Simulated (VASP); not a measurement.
# NaCl4 (Cmmm) in VASP: a series of runs

The runs below take NaCl4 through single point, with PBE.

Program: VASP 6.6.1. These are calculated values, not measurements. Logs are shortened: lines on timing, memory, paths and dates and some standing lists are left out, and cuts for length are marked.

### Step 1. The cell of the first run

The structure is orthorhombic, space group Cmmm (No. 65). The conventional cell has a = 9.628 Å, b = 9.628 Å, c = 4.425 Å, α = 90.00°, β = 90.00°, γ = 90.00°. Within 3.8 Å of Na (site symmetry mmm) lie 6 Cl at 2.90 to 2.94 Å. Cl (site symmetry 2mm) has 1 Na at 2.94 Å and 1 Cl at 3.75 Å within 3.9 Å. Cl (site symmetry m2m) has 2 Na at 2.90 Å and 1 Cl at 3.75 Å within 3.8 Å.

### Step 2. Single point, PBE (atoms taken out)

File INCAR:

```
SYSTEM = NaCl4
  PREC = Accurate
  ENCUT = 520
  EDIFF = 1E-6
  ISMEAR = 0
  SIGMA = 0.1
  LREAL = .False.
  LASPH = .True.
  NELM = 80
  ALGO = Normal
  ISIF = 2
  LWAVE = .False.
  LCHARG = .False.
  GGA = PE
  NBANDS = 26
```

File KPOINTS:

```
Automatic mesh
0
Gamma
  4 4 4
  0 0 0
```

File POSCAR:

```
NaCl4
1.0
    4.8139564700     -4.8139564700      0.0000000000
    4.8139564700      4.8139564700      0.0000000000
    0.0000000000      0.0000000000      4.4251756400
Na Cl
1 4
Direct
    0.0000000000      0.0000000000      0.0000000000
    0.6950000000      0.3050000000      0.0000000000
    0.3050000000      0.6950000000      0.0000000000
    0.8050000000      0.8050000000      0.5000000000
    0.1950000000      0.1950000000      0.5000000000
```

Potentials or basis: VASP PAW PBE potentials, release 64 (Na_pv, Cl).

On the command line:

```
> cat potpaw_PBE.64/Na_pv/POTCAR potpaw_PBE.64/Cl/POTCAR > POTCAR
> mpirun -np 1 vasp_std > vasp.out
```

OUTCAR:

```text
SYSTEM = NaCl4
   PREC = Accurate
   ENCUT = 520
   EDIFF = 1E-6
   ISMEAR = 0
   LREAL = .False.
   LASPH = .True.
   NELM = 80
   ISIF = 2
   GGA = PE

 ion  position               nearest neighbor table
   1  0.000  0.000  0.000-
   2  0.695  0.305  0.000-
   3  0.305  0.695  0.000-
   4  0.805  0.805  0.500-
   5  0.195  0.195  0.500-

  LATTYP: Found a simple tetragonal cell.
 ALAT       =     6.8079625285
 C/A-ratio  =     0.6499999995

  Lattice vectors:

 A1 = (   4.8139564700,  -4.8139564700,   0.0000000000)
 A2 = (   4.8139564700,   4.8139564700,   0.0000000000)
 A3 = (   0.0000000000,   0.0000000000,   4.4251756400)

Analysis of symmetry for initial positions (statically):
=====================================================================
 Subroutine PRICEL returns:
 Original cell was already a primitive cell.

 Routine SETGRP: Setting up the symmetry group for a
 simple tetragonal supercell.

 Subroutine GETGRP returns: Found  8 space group operations
 (whereof  8 operations were pure point group operations)
 out of a pool of 16 trial point group operations.

The static configuration has the point symmetry D_2h.

Analysis of symmetry for dynamics (positions and initial velocities):
=====================================================================
 Subroutine PRICEL returns:
 Original cell was already a primitive cell.

 Routine SETGRP: Setting up the symmetry group for a
 simple tetragonal supercell.

 Subroutine GETGRP returns: Found  8 space group operations
 (whereof  8 operations were pure point group operations)
 out of a pool of 16 trial point group operations.

The dynamic configuration has the point symmetry D_2h.

 Subroutine INISYM returns: Found  8 space group operations
 (whereof  8 operations are pure point group operations),
 and found     1 'primitive' translations

----------------------------------------------------------------------------------------

                                     Primitive cell

  volume of cell :     205.0996

  direct lattice vectors                    reciprocal lattice vectors
     4.813956470 -4.813956470  0.000000000     0.103864670 -0.103864670  0.000000000
     4.813956470  4.813956470  0.000000000     0.103864670  0.103864670  0.000000000
     0.000000000  0.000000000  4.425175640     0.000000000  0.000000000  0.225979731

  length of vectors
     6.807962529  6.807962529  4.425175640     0.146886825  0.146886825  0.225979731

  position of ions in fractional coordinates (direct lattice)
     0.000000000  0.000000000  0.000000000
     0.695000000  0.305000000  0.000000000
     0.305000000  0.695000000  0.000000000
     0.805000000  0.805000000  0.500000000
     0.195000000  0.195000000  0.500000000

  ion indices of the primitive-cell ions
   primitive index   ion index
                 1           1
                 2           2
                 3           3
                 4           4
                 5           5

----------------------------------------------------------------------------------------

 KPOINTS: Automatic mesh

Automatic generation of k-mesh.
 Grid dimensions read from file:
 generate k-points for:    4    4    4

 Generating k-lattice:

  Cartesian coordinates                     Fractional coordinates (reciprocal lattice)
     0.025966167 -0.025966167  0.000000000     0.250000000  0.000000000  0.000000000
     0.025966167  0.025966167  0.000000000     0.000000000  0.250000000  0.000000000
     0.000000000  0.000000000  0.056494933     0.000000000  0.000000000  0.250000000

  Length of vectors
     0.036721706  0.036721706  0.056494933

  Shift w.r.t. Gamma in fractional coordinates (k-lattice)
     0.000000000  0.000000000  0.000000000

 Subroutine IBZKPT returns following result:
 ===========================================

 Found     21 irreducible k-points:

 Following reciprocal coordinates:
            Coordinates               Weight
  0.000000  0.000000  0.000000      1.000000
  0.250000  0.000000  0.000000      4.000000
  0.500000  0.000000  0.000000      2.000000
  0.250000  0.250000  0.000000      2.000000
 -0.250000  0.250000  0.000000      2.000000
  0.500000  0.250000  0.000000      4.000000
[... 13 lines left out ...]
  0.500000  0.250000  0.500000      4.000000
  0.500000  0.500000  0.500000      1.000000
   k-points           NKPTS =     21   k-points in BZ     NKDIM =     21   number of bands    NBANDS=     26
   number of dos      NEDOS =    301   number of ions     NIONS =      5
   total plane-waves  NPLWV = 104976
   dimension x,y,z NGX =    54 NGY =   54 NGZ =   36
   dimension x,y,z NGXF=   108 NGYF=  108 NGZF=   72
   ions per type =               1   4
   NGX,Y,Z   is equivalent  to a cutoff of  13.19, 13.19, 13.52 a.u.
   NGXF,Y,Z  is equivalent  to a cutoff of  26.37, 26.37, 27.05 a.u.
 SYSTEM =  NaCl4
   PREC   = accura    normal or accurate (medium, high low for compatibility)
   ISTART =      0    job   : 0-new  1-cont  2-samecut
   ICHARG =      2    charge: 1-file 2-atom 10-const
   ISPIN  =      1    spin polarized calculation?
   LNONCOLLINEAR =      F non collinear calculations
   LSORBIT =      F    spin-orbit coupling
   LASPH  =      T    aspherical Exc in radial PAW
   ENCUT  =  520.0 eV  38.22 Ry    6.18 a.u.  12.66 12.66  8.23*2*pi/ulx,y,z
   NELM   =     80;   NELMIN=  2; NELMDL= -5     # of ELM steps
   EDIFF  = 0.1E-05   stopping-criterion for ELM
   LREAL  =      F    real-space projection
   EDIFFG = 0.1E-04   stopping-criterion for IOM
   NSW    =      0    number of steps for IOM
   IBRION =     -1    ionic relax: 0-MD 1-quasi-New 2-CG
   NFREE  =      0    steps in history (QN), initial steepest desc. (CG)
   ISIF   =      2    stress and relaxation
   ISYM   =      2    0-nonsym 1-usesym 2-fastsym
   POTIM  = 0.5000    time-step for ionic-motion
   TEBEG  =    0.0;   TEEND  =   0.0 temperature during run
   PSTRESS=    0.0 pullay stress
   NELECT =      35.0000    total number of electrons
   NUPDOWN=      -1.0000    fix difference up-down
   EMIN   =  10.00;   EMAX   =-10.00  energy-range for DOS
   EFERMI =   0.00;   METHOD = LEGACY
   ISMEAR =     0;   SIGMA  =   0.10  broadening in eV -4-tet -1-fermi 0-gaus
   EFERMI_NEDOS =   21; number of points for ismear=-14 and -15
   IALGO  =     38    algorithm
   IMIX   =      4    mixing-type and parameters
     AMIX     =   0.40;   BMIX     =  1.00
     AMIX_MAG =   1.60;   BMIX_MAG =  1.00
  volume/ion in A,a.u.               =      41.02       276.82
  Fermi-wavevector in a.u.,A,eV,Ry     =   0.908049  1.715964 11.218722  0.824553
  Thomas-Fermi vector in A             =   2.031929
   LORBIT       =      0    0 simple, 1 ext, 2 COOP (PROOUT), +10 PAW based schemes
   GGA     = PE    functional components
   LHFCALC =     F    Hartree Fock is set to
   AEXX    =    0.0000 exact exchange contribution
   IVDW    =     0    specifies the selected vdW correction
   LEPSILON=     F    determine dielectric tensor
   LRPA    =     F    only Hartree local field effects (RPA)
 non-spin polarized calculation
 Gauss-broadening in eV      SIGMA  =   0.10
  energy-cutoff  :      520.00
  volume of cell :      205.10
 maximum number of plane-waves:      5561
 NGX is ok and might be reduce to    54
   NGX = 25   NGY = 25   NGZ = 17

 number of electron      34.9999987 magnetization

 Free energy of the ion-electron system (eV)
  ---------------------------------------------------
  ext. energy  EPLUGINS =         0.00000000
  ---------------------------------------------------
  free energy    TOTEN  =        -8.07053792 eV

  energy without entropy =       -7.91330812  energy(sigma->0) =       -7.99192302

 E-fermi :  -3.8911     XC(G=0):  -6.2625

 val. band max:       -3.8918989178   @ k =   0.5000   0.0000   0.2500
 cond. band min:      -3.8889637350   @ k =   0.0000   0.0000   0.2500
 fundamental gap:      0.0029351828
 Fermi energy:        -3.8910734023

 k-point     1 :       0.0000    0.0000    0.0000
  band No.  band energies     occupation
      1     -24.7486      2.00000
      2     -24.7463      2.00000
      3     -24.7413      2.00000
      4     -16.4102      2.00000
      5     -16.2228      2.00000
      6     -16.2138      2.00000
[... 18 lines left out ...]
     25       6.6845      0.00000
     26       7.3853      0.00000

 k-point     2 :       0.2500    0.0000    0.0000
  band No.  band energies     occupation
      1     -24.7486      2.00000
      2     -24.7463      2.00000
      3     -24.7413      2.00000
      4     -16.3879      2.00000
      5     -16.2564      2.00000
      6     -16.2107      2.00000
[... 18 lines left out ...]
     25       6.6458      0.00000
     26       7.4841      0.00000

 k-point     3 :       0.5000    0.0000    0.0000
  band No.  band energies     occupation
      1     -24.7486      2.00000
      2     -24.7463      2.00000
      3     -24.7413      2.00000
      4     -16.3458      2.00000
      5     -16.3065      2.00000
      6     -16.1969      2.00000
[... 18 lines left out ...]
     25       6.8507      0.00000
     26       7.2579      0.00000

 k-point     4 :       0.2500    0.2500    0.0000
  band No.  band energies     occupation
      1     -24.7486      2.00000
      2     -24.7463      2.00000
      3     -24.7413      2.00000
      4     -16.3684      2.00000
      5     -16.2649      2.00000
      6     -16.2180      2.00000
[... 18 lines left out ...]
     25       6.6204      0.00000
     26       7.0352      0.00000
[... 409 lines left out ...]
      1     -24.7483      2.00000
      2     -24.7470      2.00000
      3     -24.7447      2.00000
      4     -16.2747      2.00000
      5     -16.2513      2.00000
      6     -16.2068      2.00000
[... 18 lines left out ...]
     25       6.4931      0.00000
     26       6.9969      0.00000

 k-point    20 :       0.5000    0.2500    0.5000
  band No.  band energies     occupation
      1     -24.7483      2.00000
      2     -24.7470      2.00000
      3     -24.7447      2.00000
      4     -16.2726      2.00000
      5     -16.2514      2.00000
      6     -16.2088      2.00000
[... 18 lines left out ...]
     25       6.5729      0.00000
     26       7.0326      0.00000

 k-point    21 :       0.5000    0.5000    0.5000
  band No.  band energies     occupation
      1     -24.7483      2.00000
      2     -24.7470      2.00000
      3     -24.7447      2.00000
      4     -16.2709      2.00000
      5     -16.2519      2.00000
      6     -16.2104      2.00000
[... 18 lines left out ...]
     25       6.9766      0.00000
     26       7.1054      0.00000

------------------------ aborting loop because EDIFF is reached ----------------------------------------

  FORCE on cell =-STRESS in cart. coord.  units (eV):
  Direction    XX          YY          ZZ          XY          YZ          ZX
  --------------------------------------------------------------------------------------
  -------------------------------------------------------------------------------------
  Total       -2.3525392     -2.1285570     -1.6317763      0.0000000      0.0000000      0.0000000
  in kB      -18.3773391    -16.6276564    -12.7469530      0.0000000      0.0000000      0.0000000
  external PRESSURE =     -15.9173161 kB  Pullay stress =       0.0000000 kB

 VOLUME and BASIS-vectors are now :
 -----------------------------------------------------------------------------
  energy-cutoff  :      520.00
  volume of cell :      205.10
      direct lattice vectors                 reciprocal lattice vectors
     4.813956470 -4.813956470  0.000000000     0.103864670 -0.103864670  0.000000000
     4.813956470  4.813956470  0.000000000     0.103864670  0.103864670  0.000000000
     0.000000000  0.000000000  4.425175640     0.000000000  0.000000000  0.225979731

 POSITION                                       TOTAL-FORCE (eV/Angst)
 -----------------------------------------------------------------------------------
      0.00000      0.00000      0.00000         0.000000      0.000000      0.000000
      4.81396     -1.87744      0.00000         0.000000     -0.022065      0.000000
      4.81396      1.87744      0.00000         0.000000      0.022065      0.000000
      7.75047      0.00000      2.21259         0.194202      0.000000      0.000000
      1.87744      0.00000      2.21259        -0.194202      0.000000      0.000000
 -----------------------------------------------------------------------------------
    total drift:                                0.000000      0.000000     -0.000000

  FREE ENERGIE OF THE ION-ELECTRON SYSTEM (eV)
  ---------------------------------------------------
  free  energy   TOTEN  =        -8.0705379154 eV

  energy  without entropy=       -7.9133081207  energy(sigma->0) =       -7.99192302
```

Run time: 74 s. Hardware: 1 thread of Intel Xeon Platinum 8488C (Sapphire Rapids), shared host; peak memory 0.33 GiB.

What came out:

| Property | Result |
| --- | --- |
| Free energy | -8.0705 eV |
| Pressure | -1.6 GPa |
| Largest force | 0.194 eV/Å |
| Band gap on the k mesh | zero (an odd number of electrons rules out a gap without spin polarisation) |

Forces on the atoms (eV/Å):
```
Na   0.000  0.000  0.000
Cl   0.000 -0.022  0.000
Cl   0.000  0.022  0.000
Cl   0.194  0.000  0.000
Cl  -0.194  0.000  0.000
```

Caveat: the cell differs from its parent crystal (atoms taken out); an odd number of electrons without spin polarisation forces a metal; a magnetic or distorted state may lie lower.

### Step 3. Single point, PBE (atoms taken out)

File INCAR:

```
SYSTEM = NaCl4
PREC = Accurate
ENCUT = 520
EDIFF = 1E-7
ISMEAR = 0
SIGMA = 0.1
LREAL = .FALSE.
LASPH = .TRUE.
NELM = 100
ALGO = Normal
ISIF = 2
LWAVE = .FALSE.
LCHARG = .FALSE.
GGA = PE
NBANDS = 26
```

File KPOINTS:

```
regular mesh
0
G
  6 6 8
  0 0 0
```

File POSCAR:

```
NaCl4
1.0
    2.4231417773     -5.9628858320      0.0000000000
    2.4231417773      5.9628858320      0.0000000000
    0.0000000000      0.0000000000      5.1982839796
Na Cl
1 4
Direct
    0.0000000000      0.0000000000      0.0000000000
    0.7607743113      0.2392256887      0.0000000000
    0.2392256887      0.7607743113      0.0000000000
    0.7465989671      0.7465989671      0.5000000000
    0.2534010329      0.2534010329      0.5000000000
```

Potentials or basis: VASP PAW PBE potentials, release 64 (Na_pv, Cl).

On the command line:

```
> cat potpaw_PBE.64/Na_pv/POTCAR potpaw_PBE.64/Cl/POTCAR > POTCAR
> mpirun -np 1 vasp_std > vasp.out
```

Wall time 3.7 min (1 thread of Intel Xeon Platinum 8488C (Sapphire Rapids), shared host); peak memory 0.39 GiB.

Results (log left out):

```yaml
Free_energy: -11.6776 eV
Pressure: -0.1 GPa
Largest_force: 0.010 eV/Å
Band_gap_on_the_k_mesh: zero (an odd number of electrons rules out a gap without spin polarisation)
```

Forces on the atoms (eV/Å):
```
Na   0.000  0.000  0.000
Cl   0.000  0.010  0.000
Cl   0.000 -0.010  0.000
Cl   0.001  0.000  0.000
Cl  -0.001  0.000  0.000
```

Stress tensor (GPa, compression positive):
```
-0.13  0.00  0.00
 0.00 -0.02  0.00
 0.00  0.00 -0.07
```

Levels at points of the mesh, in eV from the Fermi level:
```
           k point  band 14  band 15  band 16  band 17  band 18  band 19  band 20  band 21
(0.00, 0.00, 0.00)    -1.40    -1.32    -0.88    -0.88     2.50     2.92     3.83     6.12
(0.50, 0.00, 0.00)    -2.20    -2.10    -2.04    -2.02    -1.79    -1.66     5.61     5.88
(0.50, 0.50, 0.00)    -1.35    -1.32    -0.88    -0.88     2.52     2.92     5.02     6.64
(0.00, 0.00, 0.50)    -1.40    -1.38    -0.93    -0.89     2.52     2.92     5.72     7.10
(0.50, 0.00, 0.50)    -2.36    -2.05    -1.94    -1.83    -1.77    -1.71     7.01     7.27
(0.50, 0.50, 0.50)    -1.36    -1.35    -0.93    -0.87     2.51     2.92     6.46     6.89
```

Caveat: the cell differs from its parent crystal (atoms taken out); an odd number of electrons without spin polarisation forces a metal; a magnetic or distorted state may lie lower.

### Step 4. Single point, PBE (atoms taken out)

File INCAR:

```
ALGO = Normal
EDIFF = 1E-7
ENCUT = 520
GGA = PE
ISIF = 2
ISMEAR = 0
LASPH = T
LCHARG = F
LREAL = F
LWAVE = F
NBANDS = 26
NELM = 80
PREC = Accurate
SIGMA = 0.1
```

File KPOINTS:

```
k-points
0
Gamma
  8 8 8
```

File POSCAR:

```
NaCl4
1.0
    2.4213913551     -6.0587804715      0.0000000000
    2.4213913551      6.0587804715      0.0000000000
    0.0000000000      0.0000000000      5.1515891224
Na Cl
1 4
Direct
    0.0000000000      0.0000000000      0.0000000000
    0.7624833996      0.2375166004      0.0000000000
    0.2375166004      0.7624833996      0.0000000000
    0.7467883405      0.7467883405      0.5000000000
    0.2532116595      0.2532116595      0.5000000000
```

On the command line:

```
> cat potpaw_PBE.64/Na_pv/POTCAR potpaw_PBE.64/Cl/POTCAR > POTCAR
> mpirun -np 1 vasp_std > vasp.out
```

It took 6.7 min on 1 thread of Intel Xeon Platinum 8488C (Sapphire Rapids), shared host; peak memory 0.5 GiB.

The run converged. Its results:

```
Free energy            : -11.6966 eV
Pressure               : -0.1 GPa
Largest force          : 0.011 eV/Å
Band gap on the k mesh : zero (an odd number of electrons rules out a gap without spin polarisation)
```

Forces on the atoms (eV/Å):
```
Na   0.000  0.000  0.000
Cl   0.000  0.011  0.000
Cl   0.000 -0.011  0.000
Cl  -0.002  0.000  0.000
Cl   0.002  0.000  0.000
```

Stress tensor (GPa, compression positive):
```
-0.13  0.00  0.00
 0.00 -0.05  0.00
 0.00  0.00 -0.05
```

Levels at points of the mesh, in eV from the Fermi level:
```csv
k point,band 15,band 16,band 17,band 18,band 19,band 20
"(0.00, 0.00, 0.00)",-0.86,-0.49,-0.41,2.79,3.42,4.28
"(0.50, 0.00, 0.00)",-1.69,-1.63,-1.56,-1.30,-1.18,6.01
"(0.50, 0.50, 0.00)",-0.86,-0.48,-0.42,2.81,3.42,5.40
"(0.00, 0.00, 0.50)",-0.92,-0.54,-0.42,2.81,3.42,6.20
"(0.50, 0.00, 0.50)",-1.61,-1.50,-1.41,-1.29,-1.23,7.44
"(0.50, 0.50, 0.50)",-0.90,-0.54,-0.40,2.80,3.42,6.84
```

Caveat: the cell differs from its parent crystal (atoms taken out); an odd number of electrons without spin polarisation forces a metal; a magnetic or distorted state may lie lower.

### Step 5. Summary

```tsv
cell	k mesh	gap on the mesh (eV)	pressure (GPa)	largest force (eV/Å)
a = 6.808, b = 6.808, c = 4.425 Å, 5 atoms, atomic positions A	4 × 4 × 4	none	-1.6	0.19
a = 6.436, b = 6.436, c = 5.198 Å, angles 90.0, 90.0, 135.8°, 5 atoms, atomic positions B	6 × 6 × 8	none	-0.1	0.01
a = 6.525, b = 6.525, c = 5.152 Å, angles 90.0, 90.0, 136.4°, 5 atoms, atomic positions C	8 × 8 × 8	none	-0.1	0.01
```

Alike in all rows: task single point; level PBE; potentials or basis VASP PAW PBE potentials, release 64 (Na_pv, Cl); no spin polarisation; cutoff (eV) 520; smearing gaussian 0.1 eV.

Caveats: an odd number of electrons without spin polarisation forces a metal; a magnetic or distorted state may lie lower.

Total energies depend on the potentials used, so only differences within one code and one set of settings carry meaning.
